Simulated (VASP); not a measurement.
# SnH2 (Fm-3m) in VASP: density of states with PBE

Aim: the density of states of SnH2 with PBE.

Everything below comes from runs of VASP 6.6.1. Logs are shortened: lines on timing, memory, paths and dates and some standing lists are left out, and cuts for length are marked.

**1. The cell of the first run**

Symmetry: Fm-3m, No. 225, cubic system. The conventional cell has a = 8.218 Å, b = 8.218 Å, c = 8.218 Å, α = 90.00°, β = 90.00°, γ = 90.00°. Within 3.8 Å of Sn (site symmetry m-3m) lie 12 H at 2.91 Å and 8 Sn at 3.56 Å. Sn (site symmetry -43m) has 6 H at 2.05 Å within 2.7 Å. H (site symmetry mmm) has 2 Sn at 2.05 Å within 2.7 Å.

**2. Density of states, PBE**

POSCAR

```
SnH2
1.0
    0.0000000000      4.1091956060      4.1091956060
    4.1091956060      0.0000000000      4.1091956060
    4.1091956060      4.1091956060      0.0000000000
Sn H
3 6
Direct
    0.0000000000      0.0000000000      0.0000000000
    0.7500000000      0.7500000000      0.7500000000
    0.2500000000      0.2500000000      0.2500000000
    0.5000000000      0.0000000000      0.0000000000
    0.0000000000      0.5000000000      0.0000000000
    0.0000000000      0.0000000000      0.5000000000
    0.0000000000      0.5000000000      0.5000000000
    0.5000000000      0.0000000000      0.5000000000
    0.5000000000      0.5000000000      0.0000000000
```

INCAR.step1

```
SYSTEM = SnH2
PREC     = Accurate       ! precision mode
ENCUT    = 520            ! plane-wave cutoff, eV
EDIFF    = 1E-6           ! SCF threshold, eV
ISMEAR   = 0              ! smearing method
SIGMA    = 0.1            ! smearing width, eV
LREAL    = .FALSE.        ! projectors in reciprocal space
LASPH    = .TRUE.         ! aspherical terms in the spheres
NELM     = 100            ! most SCF steps
ALGO     = Normal         ! electronic algorithm
ISIF     = 2              ! what is computed and relaxed
LWAVE    = .FALSE.        ! write WAVECAR
LCHARG   = .TRUE.         ! write CHGCAR
GGA      = PE             ! functional
NBANDS   = 34             ! bands
```

KPOINTS.step1

```
Automatic mesh
0
G
  8 8 8
  0 0 0
```

INCAR.step2

```
SYSTEM = SnH2
PREC     = Accurate       ! precision mode
ENCUT    = 520            ! plane-wave cutoff, eV
EDIFF    = 1E-6           ! SCF threshold, eV
ISMEAR   = -5             ! smearing method
SIGMA    = 0.1            ! smearing width, eV
LREAL    = .FALSE.        ! projectors in reciprocal space
LASPH    = .TRUE.         ! aspherical terms in the spheres
NELM     = 100            ! most SCF steps
ALGO     = Normal         ! electronic algorithm
ISIF     = 2              ! what is computed and relaxed
LWAVE    = .FALSE.        ! write WAVECAR
LCHARG   = .FALSE.        ! write CHGCAR
GGA      = PE             ! functional
LORBIT   = 11             ! projections on sites
NBANDS   = 34             ! bands
NEDOS    = 2001           ! points of the DOS
ICHARG   = 11             ! starting density
```

KPOINTS.step2

```
Automatic mesh
0
G
  12 12 12
  0 0 0
```

Potentials or basis: VASP PAW PBE potentials, release 64 (Sn_d, H).

Started as:

```
$ cat potpaw_PBE.64/Sn_d/POTCAR potpaw_PBE.64/H/POTCAR > POTCAR
$ cp INCAR.step1 INCAR
$ cp KPOINTS.step1 KPOINTS
$ mpirun -np 1 vasp_std > vasp.out
$ cp INCAR.step2 INCAR
$ cp KPOINTS.step2 KPOINTS
$ mpirun -np 1 vasp_std > vasp.out
```

OUTCAR:

```text
SYSTEM = SnH2
   PREC = Accurate
   ENCUT = 520
   EDIFF = 1E-6
   ISMEAR = -5
   LREAL = .FALSE.
   LASPH = .TRUE.
   NELM = 100
   ISIF = 2
   GGA = PE
   LORBIT = 11
   ICHARG = 11

 ion  position               nearest neighbor table
   1  0.000  0.000  0.000-   2 3.56   2 3.56   2 3.56   2 3.56   3 3.56   3 3.56   3 3.56   3 3.56

   2  0.750  0.750  0.750-   4 2.05   5 2.05   6 2.05   7 2.05   8 2.05   9 2.05   1 3.56   1 3.56
                             1 3.56   1 3.56
   3  0.250  0.250  0.250-   4 2.05   5 2.05   6 2.05   7 2.05   8 2.05   9 2.05   1 3.56   1 3.56
                             1 3.56   1 3.56
   4  0.500  0.000  0.000-   2 2.05   3 2.05
   5  0.000  0.500  0.000-   2 2.05   3 2.05
   6  0.000  0.000  0.500-   2 2.05   3 2.05
   7  0.000  0.500  0.500-   2 2.05   3 2.05
   8  0.500  0.000  0.500-   2 2.05   3 2.05
   9  0.500  0.500  0.000-   2 2.05   3 2.05

  LATTYP: Found a face centered cubic cell.
 ALAT       =     8.2183912120

  Lattice vectors:

 A1 = (   0.0000000000,   4.1091956060,   4.1091956060)
 A2 = (   4.1091956060,   0.0000000000,   4.1091956060)
 A3 = (   4.1091956060,   4.1091956060,   0.0000000000)

Analysis of symmetry for initial positions (statically):
=====================================================================
 Subroutine PRICEL returns:
 Original cell was already a primitive cell.

 Routine SETGRP: Setting up the symmetry group for a
 face centered cubic supercell.

 Subroutine GETGRP returns: Found 48 space group operations
 (whereof 48 operations were pure point group operations)
 out of a pool of 48 trial point group operations.

The static configuration has the point symmetry O_h .

Analysis of symmetry for dynamics (positions and initial velocities):
=====================================================================
 Subroutine PRICEL returns:
 Original cell was already a primitive cell.

 Routine SETGRP: Setting up the symmetry group for a
 face centered cubic supercell.

 Subroutine GETGRP returns: Found 48 space group operations
 (whereof 48 operations were pure point group operations)
 out of a pool of 48 trial point group operations.

The dynamic configuration has the point symmetry O_h .

 Subroutine INISYM returns: Found 48 space group operations
 (whereof 48 operations are pure point group operations),
 and found     1 'primitive' translations

----------------------------------------------------------------------------------------

                                     Primitive cell

  volume of cell :     138.7716

  direct lattice vectors                    reciprocal lattice vectors
     0.000000000  4.109195606  4.109195606    -0.121678316  0.121678316  0.121678316
     4.109195606  0.000000000  4.109195606     0.121678316 -0.121678316  0.121678316
     4.109195606  4.109195606  0.000000000     0.121678316  0.121678316 -0.121678316

  length of vectors
     5.811280156  5.811280156  5.811280156     0.210753025  0.210753025  0.210753025

  position of ions in fractional coordinates (direct lattice)
     0.000000000  0.000000000  0.000000000
     0.750000000  0.750000000  0.750000000
     0.250000000  0.250000000  0.250000000
     0.500000000  0.000000000  0.000000000
     0.000000000  0.500000000  0.000000000
     0.000000000  0.000000000  0.500000000
     0.000000000  0.500000000  0.500000000
     0.500000000  0.000000000  0.500000000
     0.500000000  0.500000000  0.000000000

  ion indices of the primitive-cell ions
   primitive index   ion index
                 1           1
                 2           2
                 3           3
                 4           4
                 5           5
                 6           6
                 7           7
                 8           8
                 9           9

----------------------------------------------------------------------------------------

 KPOINTS: Automatic mesh

Automatic generation of k-mesh.
 Grid dimensions read from file:
 generate k-points for:   12   12   12

 Generating k-lattice:

  Cartesian coordinates                     Fractional coordinates (reciprocal lattice)
    -0.010139860  0.010139860  0.010139860     0.083333333  0.000000000  0.000000000
     0.010139860 -0.010139860  0.010139860     0.000000000  0.083333333  0.000000000
     0.010139860  0.010139860 -0.010139860     0.000000000  0.000000000  0.083333333

  Length of vectors
     0.017562752  0.017562752  0.017562752

  Shift w.r.t. Gamma in fractional coordinates (k-lattice)
     0.000000000  0.000000000  0.000000000

 TETIRR: Found    247 inequivalent tetrahedra from    10368

 Subroutine IBZKPT returns following result:
 ===========================================

 Found     72 irreducible k-points:

 Following reciprocal coordinates:
            Coordinates               Weight
  0.000000  0.000000  0.000000      1.000000
  0.083333  0.000000  0.000000      8.000000
  0.166667  0.000000  0.000000      8.000000
  0.250000  0.000000  0.000000      8.000000
  0.333333  0.000000  0.000000      8.000000
  0.416667  0.000000  0.000000      8.000000
[... 16 lines left out ...]
  0.500000  0.166667  0.000000     24.000000
 -0.416667  0.166667  0.000000     24.000000
 [... further k-points ...]
   k-points           NKPTS =     72   k-points in BZ     NKDIM =     72   number of bands    NBANDS=     34
   number of dos      NEDOS =   2001   number of ions     NIONS =      9
   total plane-waves  NPLWV = 110592
   dimension x,y,z NGX =    48 NGY =   48 NGZ =   48
   dimension x,y,z NGXF=    96 NGYF=   96 NGZF=   96
   ions per type =               3   6
   NGX,Y,Z   is equivalent  to a cutoff of  13.73, 13.73, 13.73 a.u.
   NGXF,Y,Z  is equivalent  to a cutoff of  27.46, 27.46, 27.46 a.u.
 SYSTEM =  SnH2
   PREC   = accura    normal or accurate (medium, high low for compatibility)
   ISTART =      0    job   : 0-new  1-cont  2-samecut
   ICHARG =     11    charge: 1-file 2-atom 10-const
   ISPIN  =      1    spin polarized calculation?
   LNONCOLLINEAR =      F non collinear calculations
   LSORBIT =      F    spin-orbit coupling
   LASPH  =      T    aspherical Exc in radial PAW
   ENCUT  =  520.0 eV  38.22 Ry    6.18 a.u.  10.81 10.81 10.81*2*pi/ulx,y,z
   NELM   =    100;   NELMIN=  2; NELMDL=  0     # of ELM steps
   EDIFF  = 0.1E-05   stopping-criterion for ELM
   LREAL  =      F    real-space projection
   EDIFFG = 0.1E-04   stopping-criterion for IOM
   NSW    =      0    number of steps for IOM
   IBRION =     -1    ionic relax: 0-MD 1-quasi-New 2-CG
   NFREE  =      0    steps in history (QN), initial steepest desc. (CG)
   ISIF   =      2    stress and relaxation
   ISYM   =      2    0-nonsym 1-usesym 2-fastsym
   POTIM  = 0.5000    time-step for ionic-motion
   TEBEG  =    0.0;   TEEND  =   0.0 temperature during run
   PSTRESS=    0.0 pullay stress
   NELECT =      48.0000    total number of electrons
   NUPDOWN=      -1.0000    fix difference up-down
   EMIN   =  10.00;   EMAX   =-10.00  energy-range for DOS
   EFERMI =   0.00;   METHOD = LEGACY
   ISMEAR =    -5;   SIGMA  =   0.10  broadening in eV -4-tet -1-fermi 0-gaus
   EFERMI_NEDOS =   21; number of points for ismear=-14 and -15
   IALGO  =     38    algorithm
   IMIX   =      4    mixing-type and parameters
     AMIX     =   0.40;   BMIX     =  1.00
     AMIX_MAG =   1.60;   BMIX_MAG =  1.00
  volume/ion in A,a.u.               =      15.42       104.05
  Fermi-wavevector in a.u.,A,eV,Ry     =   1.149181  2.171637 17.968084  1.320617
  Thomas-Fermi vector in A             =   2.285852
   LORBIT       =     11    0 simple, 1 ext, 2 COOP (PROOUT), +10 PAW based schemes
   GGA     = PE    functional components
   LHFCALC =     F    Hartree Fock is set to
   AEXX    =    0.0000 exact exchange contribution
   IVDW    =     0    specifies the selected vdW correction
   LEPSILON=     F    determine dielectric tensor
   LRPA    =     F    only Hartree local field effects (RPA)
 non-spin polarized calculation
 Fermi weights with tetrahedron method with Bloechl corrections
  energy-cutoff  :      520.00
  volume of cell :      138.77
 maximum number of plane-waves:      3765
 NGX is ok and might be reduce to    48

 number of electron      48.0000009 magnetization

 Free energy of the ion-electron system (eV)
  ---------------------------------------------------
  ext. energy  EPLUGINS =         0.00000000
  ---------------------------------------------------
  free energy    TOTEN  =       -27.21348793 eV

  energy without entropy =      -27.21348793  energy(sigma->0) =      -27.21348793

 E-fermi :   4.0903     XC(G=0):  -8.5159

 val. band max:        4.1388901604   @ k =   0.5000   0.3333   0.1667
 cond. band min:       4.0852272658   @ k =  -0.1667   0.0833   0.0000
 fundamental gap:     -0.0536628947
 Fermi energy:         4.0903010652

 k-point     1 :       0.0000    0.0000    0.0000
  band No.  band energies     occupation
      1     -18.1642      2.00000
      2     -18.1642      2.00000
      3     -18.1642      2.00000
      4     -18.1599      2.00000
      5     -18.1599      2.00000
      6     -17.4540      2.00000
[... 26 lines left out ...]
     33      12.4531      0.00000
     34      12.4546      0.00000
[... 820 lines left out ...]
      4     -18.1591      2.00000
      5     -18.1591      2.00000
      6     -17.4320      2.00000
[... 26 lines left out ...]
     33      10.2715      0.00000
     34      10.4257      0.00000

 [... further k-points ...]

------------------------ aborting loop because EDIFF is reached ----------------------------------------

  FORCE on cell =-STRESS in cart. coord.  units (eV):
  Direction    XX          YY          ZZ          XY          YZ          ZX
  --------------------------------------------------------------------------------------
  -------------------------------------------------------------------------------------
  Total        0.2067493      0.2067493      0.2067493      0.0000000     -0.0000000      0.0000000
  in kB        2.3870095      2.3870095      2.3870095      0.0000000     -0.0000000      0.0000000
  external PRESSURE =       2.3870095 kB  Pullay stress =       0.0000000 kB

 VOLUME and BASIS-vectors are now :
 -----------------------------------------------------------------------------
  energy-cutoff  :      520.00
  volume of cell :      138.77
      direct lattice vectors                 reciprocal lattice vectors
     0.000000000  4.109195606  4.109195606    -0.121678316  0.121678316  0.121678316
     4.109195606  0.000000000  4.109195606     0.121678316 -0.121678316  0.121678316
     4.109195606  4.109195606  0.000000000     0.121678316  0.121678316 -0.121678316

 POSITION                                       TOTAL-FORCE (eV/Angst)
 -----------------------------------------------------------------------------------
      0.00000      0.00000      0.00000         0.000000      0.000000      0.000000
      6.16379      6.16379      6.16379        -0.000000      0.000000      0.000000
      2.05460      2.05460      2.05460        -0.000000     -0.000000     -0.000000
      0.00000      2.05460      2.05460         0.000000      0.000000      0.000000
      2.05460      0.00000      2.05460         0.000000      0.000000      0.000000
      2.05460      2.05460      0.00000         0.000000      0.000000      0.000000
      4.10920      2.05460      2.05460         0.000000      0.000000      0.000000
      2.05460      4.10920      2.05460         0.000000      0.000000      0.000000
      2.05460      2.05460      4.10920         0.000000      0.000000      0.000000
 -----------------------------------------------------------------------------------
    total drift:                               -0.000000     -0.000000      0.000000

  FREE ENERGIE OF THE ION-ELECTRON SYSTEM (eV)
  ---------------------------------------------------
  free  energy   TOTEN  =       -27.2134879303 eV

  energy  without entropy=      -27.2134879303  energy(sigma->0) =      -27.21348793

 total charge

# of ion       s       p       d       tot
------------------------------------------
    1        1.383   0.637   9.955  11.975
    2        1.236   0.991  10.035  12.262
    3        1.236   0.991  10.035  12.262
    4        0.485   0.010   0.000   0.495
    5        0.485   0.010   0.000   0.495
    6        0.485   0.010   0.000   0.495
    7        0.485   0.010   0.000   0.495
    8        0.485   0.010   0.000   0.495
    9        0.485   0.010   0.000   0.495
--------------------------------------------------
tot          6.768   2.677  30.024  39.470
```

It took 4.3 min on 1 thread of Intel Xeon 6975P-C (Granite Rapids), shared host; peak memory 0.46 GiB.

Results:

| Item | Value |
| --- | --- |
| Valence electrons inside the program's atomic spheres | Sn 11.97, 12.26; H 0.49 |

Caveat: spin-orbit coupling is left out, which moves the levels of the heavy elements; tetrahedron occupations give inexact forces and stress in metals.
